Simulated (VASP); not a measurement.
Here is a VASP 6.6.1 calculation.

Contents of INCAR:

```
PREC = Accurate
ENCUT = 520
EDIFF = 1E-6
ISMEAR = -1
SIGMA = 0.1
LREAL = False
LASPH = True
NELM = 60
ALGO = Normal
ISIF = 2
LWAVE = False
LCHARG = True
GGA = RP
LELF = True
LVHAR = True
NBANDS = 8
```

The input KPOINTS:

```
Automatic mesh
0
Gamma
  14 14 14
```

Contents of POSCAR:

```
P
1.0
    2.4885923056      0.0000000000      0.0000000000
    0.0000000000      2.4885923056      0.0000000000
    0.0000000000      0.0000000000      2.4885923056
P
1
Direct
    0.0000000000      0.0000000000      0.0000000000
```

Potentials or basis: VASP PAW PBE potentials, release 64 (P).

Launch:

```bash
$ cat potpaw_PBE.64/P/POTCAR > POTCAR
$ mpirun -np 1 vasp_std > vasp.out
```

Task: Predict the pressure.

Result: -3.4 GPa.

Caveat: the PAW data sets were made with another functional, which shifts forces and pressure a little.
